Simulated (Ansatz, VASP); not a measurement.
**Cu: VASP beside Ansatz**

```
Cu
1.0
     1.29157   -4.21496    0.00000
     1.29157    4.21496    0.00000
     0.00000    0.00000    2.47550
Cu
2
Direct
  0.13387 0.86613 0.25000
  0.86613 0.13387 0.75000
```

Change from the starting cell: strain +0.0600 x Voigt [1, 1, 0, 0, 0, 0], atoms carried along.

Alike in both runs: task single point; functional PBEsol; k mesh 20 × 20 × 20; occupations gaussian, width 0.15 eV; no spin polarisation.

```csv
,VASP,Ansatz
version,VASP 6.6.1,Ansatz 0.2.0
potentials or method,"VASP PAW PBE potentials, release 64 (Cu), cutoff 520 eV","scalar-relativistic, plane waves, PAW"
valence electrons in the cell,22,38
```

Ansatz gave:

- gap on the k mesh at the Fermi level (eV): none
- pressure (GPa): -13.5
- traceless stress, the component that is largest in VASP (GPa): 5.15
- rms of the force components (eV/Å): 0.080

Q: Which values does VASP return?

A: gap on the k mesh at the Fermi level (eV): none; pressure (GPa): -12.7; traceless stress, the component that is largest in VASP (GPa): 5.18; rms of the force components (eV/Å): 0.077.

VASP's potentials were made for PBE, not for PBEsol. Atom by atom the forces differ by 0.003 eV/Å (rms over components). A gap of «none» marks a metal or a gap that the smearing closes. VASP's potentials hold 22 valence electrons a cell and Ansatz's 38, so a difference there can come from the potentials and not from the codes.
